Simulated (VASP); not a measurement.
# KMgF3 (Pm-3m) in VASP: settings compared, part 2 of 2

VASP 6.6.1. Earlier steps stand in the parts before.

## 3. Single point, PBE

This run uses another cell than the first one, of 13.33 Å³/atom.

Input file INCAR:

```
SYSTEM = KMgF3
PREC = Accurate
ENCUT = 520
EDIFF = 1E-6
ISMEAR = -1
SIGMA = 0.02
LREAL = .FALSE.
LASPH = .TRUE.
NELM = 80
ALGO = Normal
ISIF = 2
LWAVE = .FALSE.
LCHARG = .TRUE.
GGA = PE
LELF = .TRUE.
LVHAR = .TRUE.
NBANDS = 24
```

Input file KPOINTS:

```
regular mesh
0
G
  6 6 6
  0 0 0
```

Input file POSCAR:

```
KMgF3
1.0
    4.0541864023      0.0000000000      0.0000000000
    0.0000000000      4.0541864023      0.0000000000
    0.0000000000      0.0000000000      4.0541864023
K Mg F
1 1 3
Direct
    0.5000000000      0.5000000000      0.5000000000
    0.0000000000      0.0000000000      0.0000000000
    0.5000000000      0.0000000000      0.0000000000
    0.0000000000      0.5000000000      0.0000000000
    0.0000000000      0.0000000000      0.5000000000
```

Potentials or basis: VASP PAW PBE potentials, release 64 (K_sv, Mg, F).

Command:

```sh
cat potpaw_PBE.64/K_sv/POTCAR potpaw_PBE.64/Mg/POTCAR potpaw_PBE.64/F/POTCAR > POTCAR
mpirun -np 1 vasp_std > vasp.out
```

OUTCAR:

```text
SYSTEM = KMgF3
   PREC = Accurate
   ENCUT = 520
   EDIFF = 1E-6
   ISMEAR = -1
   LREAL = .FALSE.
   LASPH = .TRUE.
   NELM = 80
   ISIF = 2
   GGA = PE

 ion  position               nearest neighbor table
   1  0.500  0.500  0.500-   2 3.51   2 3.51   2 3.51   2 3.51   2 3.51   2 3.51   2 3.51   2 3.51

   2  0.000  0.000  0.000-   3 2.03   4 2.03   5 2.03   5 2.03   4 2.03   3 2.03   1 3.51   1 3.51
                             1 3.51   1 3.51   1 3.51   1 3.51   1 3.51   1 3.51
   3  0.500  0.000  0.000-   2 2.03   2 2.03
[... 738 lines left out ...]
  -------------------------------------------------------------------------------------
  Total       -0.1718947     -0.1718947     -0.1718947     -0.0000000      0.0000000     -0.0000000
  in kB       -4.1329672     -4.1329672     -4.1329672     -0.0000000      0.0000000     -0.0000000
  external PRESSURE =      -4.1329672 kB  Pullay stress =       0.0000000 kB

 VOLUME and BASIS-vectors are now :
 -----------------------------------------------------------------------------
  energy-cutoff  :      520.00
  volume of cell :       66.64
      direct lattice vectors                 reciprocal lattice vectors
     4.054186402  0.000000000  0.000000000     0.246658614  0.000000000  0.000000000
     0.000000000  4.054186402  0.000000000     0.000000000  0.246658614  0.000000000
     0.000000000  0.000000000  4.054186402     0.000000000  0.000000000  0.246658614

 POSITION                                       TOTAL-FORCE (eV/Angst)
 -----------------------------------------------------------------------------------
      2.02709      2.02709      2.02709         0.000000      0.000000      0.000000
      0.00000      0.00000      0.00000         0.000000      0.000000      0.000000
      2.02709      0.00000      0.00000         0.000000      0.000000      0.000000
      0.00000      2.02709      0.00000         0.000000      0.000000      0.000000
      0.00000      0.00000      2.02709         0.000000      0.000000      0.000000
 -----------------------------------------------------------------------------------
    total drift:                                0.000000     -0.000000      0.000000

  FREE ENERGIE OF THE ION-ELECTRON SYSTEM (eV)
  ---------------------------------------------------
  free  energy   TOTEN  =       -24.4497969770 eV

  energy  without entropy=      -24.4497969770  energy(sigma->0) =      -24.44979698
```

OSZICAR:

```text
N       E                     dE             d eps       ncg     rms          rms(c)
DAV:   1     0.229430317533E+03    0.22943E+03   -0.17208E+04  1000   0.127E+03
DAV:   2    -0.147039267174E+02   -0.24413E+03   -0.23512E+03  1256   0.344E+02
DAV:   3    -0.260457471458E+02   -0.11342E+02   -0.11285E+02  1376   0.691E+01
DAV:   4    -0.266690453186E+02   -0.62330E+00   -0.62318E+00  1256   0.920E+00
DAV:   5    -0.266729679593E+02   -0.39226E-02   -0.39225E-02  1312   0.801E-01    0.895E+00
DAV:   6    -0.244617627282E+02    0.22112E+01   -0.73695E+00  1160   0.187E+01    0.385E+00
DAV:   7    -0.244512689897E+02    0.10494E-01   -0.20044E-01  1136   0.271E+00    0.226E+00
DAV:   8    -0.244493715331E+02    0.18975E-02   -0.69168E-02  1216   0.242E+00    0.276E-01
DAV:   9    -0.244494601226E+02   -0.88589E-04   -0.11621E-02  1256   0.739E-01    0.140E-01
DAV:  10    -0.244498162622E+02   -0.35614E-03   -0.91608E-04  1152   0.191E-01    0.848E-02
DAV:  11    -0.244497954468E+02    0.20815E-04   -0.77761E-05  1176   0.640E-02    0.403E-02
DAV:  12    -0.244497968276E+02   -0.13808E-05   -0.18623E-05  1064   0.309E-02    0.375E-03
DAV:  13    -0.244497969770E+02   -0.14940E-06   -0.11566E-06  1024   0.721E-03
   1 F= -.24449797E+02 E0= -.24449797E+02  d E =-.241845E-12
```

stdout:

```text
POSCAR found type information on POSCAR K MgF
 POSCAR found :  3 types and       5 ions
 scaLAPACK will be used
 LDA part: xc-table for (Slater+PW92), standard interpolation
 POSCAR, INCAR and KPOINTS ok, starting setup
 FFT: planning ... GRIDC
 FFT: planning ... GRID_SOFT
 FFT: planning ... GRID
 WAVECAR not read
 entering main loop
```

It took 49 s on 1 thread of Intel Xeon 8259CL, shared host; peak memory 0.18 GiB.

Results:

```
Free energy            : -24.4498 eV
Pressure               : -0.4 GPa
Band gap on the k mesh : 6.93 eV (least direct gap 7.25 eV)
```

## 4. Single point, r2SCAN

This run uses another cell than the first one, of 12.61 Å³/atom.

Changes to POSCAR since step 3:

```diff
@@ -2,5 +2,5 @@
 1.0
-    4.0541864023      0.0000000000      0.0000000000
-    0.0000000000      4.0541864023      0.0000000000
-    0.0000000000      0.0000000000      4.0541864023
+    3.9802355636      0.0000000000      0.0000000000
+    0.0000000000      3.9802355636      0.0000000000
+    0.0000000000      0.0000000000      3.9802355636
 K Mg F
```

Input file INCAR.step1:

```
SYSTEM = KMgF3
PREC     = Accurate       ! precision mode
ENCUT    = 520            ! plane-wave cutoff, eV
ISMEAR   = -1             ! smearing method
SIGMA    = 0.02           ! smearing width, eV
LREAL    = .FALSE.        ! projectors in reciprocal space
LASPH    = .TRUE.         ! aspherical terms in the spheres
NELM     = 60             ! most SCF steps
NBANDS   = 24             ! bands
GGA      = PE             ! functional
ALGO     = Normal         ! electronic algorithm
EDIFF    = 1E-4           ! SCF threshold, eV
LWAVE    = .TRUE.         ! write WAVECAR
LCHARG   = .FALSE.        ! write CHGCAR
```

Input file INCAR.step2:

```
SYSTEM = KMgF3
PREC     = Accurate       ! precision mode
ENCUT    = 520            ! plane-wave cutoff, eV
EDIFF    = 1E-7           ! SCF threshold, eV
ISMEAR   = -1             ! smearing method
SIGMA    = 0.02           ! smearing width, eV
LREAL    = .FALSE.        ! projectors in reciprocal space
LASPH    = .TRUE.         ! aspherical terms in the spheres
NELM     = 60             ! most SCF steps
ALGO     = Normal         ! electronic algorithm
ISIF     = 2              ! what is computed and relaxed
LWAVE    = .FALSE.        ! write WAVECAR
LCHARG   = .FALSE.        ! write CHGCAR
METAGGA  = R2SCAN         ! meta-GGA
LMIXTAU  = .TRUE.       
NBANDS   = 24             ! bands
ISTART   = 1
```

KPOINTS is that of step 3.

Command:

```sh
cat potpaw_PBE.64/K_sv/POTCAR potpaw_PBE.64/Mg/POTCAR potpaw_PBE.64/F/POTCAR > POTCAR
cp INCAR.step1 INCAR
mpirun -np 1 vasp_std > vasp.out
cp INCAR.step2 INCAR
mpirun -np 1 vasp_std > vasp.out
```

Run time: 3.6 min. Hardware: 1 thread of Intel Xeon 8259CL, shared host; peak memory 0.19 GiB.

The run converged. Its results:

| Property | Result |
| --- | --- |
| Free energy | -37.4157 eV |
| Pressure | -0.6 GPa |
| Band gap on the k mesh | 8.28 eV (least direct gap 8.60 eV) |

Levels at points of the mesh, in eV from the valence-band top:
```csv
k point,band 14,band 15,band 16,band 17,band 18,band 19
"(0.00, 0.00, 0.00)",-0.32,-0.32,-0.32,8.28,10.84,10.84
"(0.50, 0.00, 0.00)",-0.87,-0.53,-0.53,11.04,11.52,11.91
"(0.50, 0.50, 0.00)",-0.90,-0.90,-0.02,11.90,12.57,13.70
"(0.50, 0.50, 0.50)",0.00,0.00,0.00,11.39,11.39,11.39
```

Caveat: the PAW data sets were made with another functional, which shifts forces and pressure a little. A k mesh can miss the band edges.

## 5. Overview

```tsv
level	cell	gap on the mesh (eV)	pressure (GPa)
PBEsol	a = 3.992 Å, 5 atoms	7.09	-0.4
PBE	a = 4.054 Å, 5 atoms	6.93	-0.4
r2SCAN	a = 3.980 Å, 5 atoms	8.28	-0.6
```

Alike in all rows: task single point; potentials or basis VASP PAW PBE potentials, release 64 (K_sv, Mg, F); no spin polarisation; k mesh 6 × 6 × 6; cutoff (eV) 520; smearing fermi-dirac 0.02 eV.

Caveats: the PAW data sets were made with another functional, which shifts forces and pressure a little (at least some runs).

Total energies depend on the potentials used, so only differences within one code and one set of settings carry meaning.
